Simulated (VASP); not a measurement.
# MnO: single point with PBE

MnO:

```
Mn O
1.0
     3.43525    0.00000    0.00000
    -1.71763    2.97502    0.00000
     0.00000    0.00000    5.39337
Mn O
2 2
Direct
  0.33333 0.66667 0.99900
  0.66667 0.33333 0.49900
  0.33333 0.66667 0.38743
  0.66667 0.33333 0.88743
```

```yaml
Program: VASP 6.6.1
Task: single point
Functional: PBE
Potentials_or_basis: VASP PAW PBE potentials, release 64 (Mn_pv, O)
Cutoff: 520 eV
k_mesh: 6 × 6 × 4
Occupations: gaussian, width 0.1 eV
Spin: collinear spin, ferromagnetic start
Starting_moments: "[4.22, 4.22, 0.25, 0.25] μB"
```

```yaml
Pressure: 0.7 GPa
Largest_force: 0.011 eV/Å
Band_gap_on_the_k_mesh: zero (filled and empty bands overlap)
Net_moment: 9.99 μB per cell
Site_moments: Mn +4.43; O +0.19 μB
Valence_electrons_inside_the_program's_atomic_spheres: Mn 11.38; O 5.00
```

Forces on the atoms (eV/Å):
```
Mn   0.000  0.000  0.011
Mn   0.000  0.000  0.011
O    0.000  0.000 -0.011
O    0.000  0.000 -0.011
```

Levels at points of the mesh, in eV from the Fermi level:
Spin up:
```csv
k point,band 22,band 23,band 24,band 25,band 26,band 27
"(0.00, 0.00, 0.00)",-0.67,-0.36,0.07,0.07,3.67,5.48
"(0.50, 0.00, 0.00)",-1.88,-0.93,-0.90,3.96,4.35,5.94
"(0.00, 0.00, 0.50)",-0.32,-0.32,-0.32,1.20,1.20,8.34
"(0.50, 0.00, 0.50)",-1.33,-1.18,-1.18,3.88,3.88,6.13
```
Spin down:
```
           k point  band 12  band 13  band 14  band 15  band 16  band 17
(0.00, 0.00, 0.00)    -4.68    -4.68    -4.44    -0.02     1.13     1.13
(0.50, 0.00, 0.00)    -4.53    -4.49    -4.41     0.38     0.96     1.19
(0.00, 0.00, 0.50)    -4.73    -4.73    -4.73     1.58     1.58     1.58
(0.50, 0.00, 0.50)    -4.53    -4.52    -4.52     1.05     1.05     1.68
```

Wall time 66 s on 1 thread of Intel(R) Xeon(R) Platinum 8259CL CPU @ 2.50GHz (Skylake/Cascade Lake), on a shared host, peak memory 0.22 GiB.

Caveat: semilocal functionals often make such compounds metallic where correlation or magnetic order opens a gap, which also shifts bond lengths; only a ferromagnetic start was run, and an antiferromagnetic order may lie lower in energy. With open d or f shells a metallic result of PBE can be an artefact of self-interaction; +U or a hybrid may open a gap.
